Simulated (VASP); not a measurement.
A run of VASP 6.6.1 is set up as follows.

POSCAR

```
Sr2Al2O
1.0
    4.3399839840     -0.0021225409     -0.0126631078
    0.0044751353      7.9012002818      0.2040420284
    0.0252221406      2.2320064500      7.9779793910
Sr Al O
4 4 2
Direct
    0.5000467748      0.1404234722      0.1984895190
    0.0000279678      0.5530123869      0.1966470207
    0.4999532252      0.8595765278      0.8015104810
    0.9999720322      0.4469876131      0.8033529793
    0.0000098128      0.8418464960      0.4757175575
    0.4999922831      0.3254046133      0.5356733814
    0.9999901872      0.1581535040      0.5242824425
    0.5000077169      0.6745953867      0.4643266186
    0.9998854416      0.7103598223      0.9034806121
    0.0001145584      0.2896401777      0.0965193879
```

The input INCAR.step1:

```
SYSTEM = Sr2Al2O
ALGO     = Normal         ! electronic algorithm
EDIFF    = 1E-4           ! SCF threshold, eV
ENCUT    = 520            ! plane-wave cutoff, eV
GGA      = PE             ! functional
ISMEAR   = 0              ! smearing method
KPAR     = 4            
LASPH    = .True.         ! aspherical terms in the spheres
LCHARG   = .False.        ! write CHGCAR
LREAL    = .False.        ! projectors in reciprocal space
LWAVE    = .True.         ! write WAVECAR
NBANDS   = 43             ! bands
NELM     = 80             ! most SCF steps
PREC     = Accurate       ! precision mode
SIGMA    = 0.1            ! smearing width, eV
```

The input INCAR.step2:

```
SYSTEM = Sr2Al2O
ALGO     = Normal         ! electronic algorithm
EDIFF    = 1E-6           ! SCF threshold, eV
ENCUT    = 520            ! plane-wave cutoff, eV
ISIF     = 2              ! what is computed and relaxed
ISMEAR   = 0              ! smearing method
ISTART   = 1            
KPAR     = 4            
LASPH    = .True.         ! aspherical terms in the spheres
LCHARG   = .False.        ! write CHGCAR
LMIXTAU  = .True.       
LREAL    = .False.        ! projectors in reciprocal space
LWAVE    = .False.        ! write WAVECAR
METAGGA  = R2SCAN         ! meta-GGA
NBANDS   = 43             ! bands
NELM     = 80             ! most SCF steps
PREC     = Accurate       ! precision mode
SIGMA    = 0.1            ! smearing width, eV
```

The input KPOINTS:

```
k-points
0
Gamma
  8 4 4
  0 0 0
```

Potentials or basis: VASP PAW PBE potentials, release 64 (Sr_sv, Al, O).

Command:

```bash
$ cat potpaw_PBE.64/Sr_sv/POTCAR potpaw_PBE.64/Al/POTCAR potpaw_PBE.64/O/POTCAR > POTCAR
$ cp INCAR.step1 INCAR
$ mpirun -np 4 vasp_std > vasp.out
$ cp INCAR.step2 INCAR
$ mpirun -np 4 vasp_std > vasp.out
```

**Question.** Predict the band gap on the k mesh.

**Answer.** Zero (bands 32 and 33 overlap by 0.49 eV).

**Question.** Predict the largest force.

**Answer.** 0.044 eV/Å.

**Question.** What does it give for the pressure?

**Answer.** -0.2 GPa.

Forces on the atoms (eV/Å):
```
Sr   0.000  0.005  0.002
Sr   0.000 -0.010  0.032
Sr   0.000 -0.005 -0.002
Sr   0.000  0.010 -0.032
Al   0.000 -0.012 -0.015
Al   0.000 -0.041 -0.015
Al   0.000  0.012  0.015
Al   0.000  0.041  0.015
O    0.000 -0.018  0.021
O    0.000  0.018 -0.021
```

Caveat: the PAW data sets were made with another functional, which shifts forces and pressure a little.
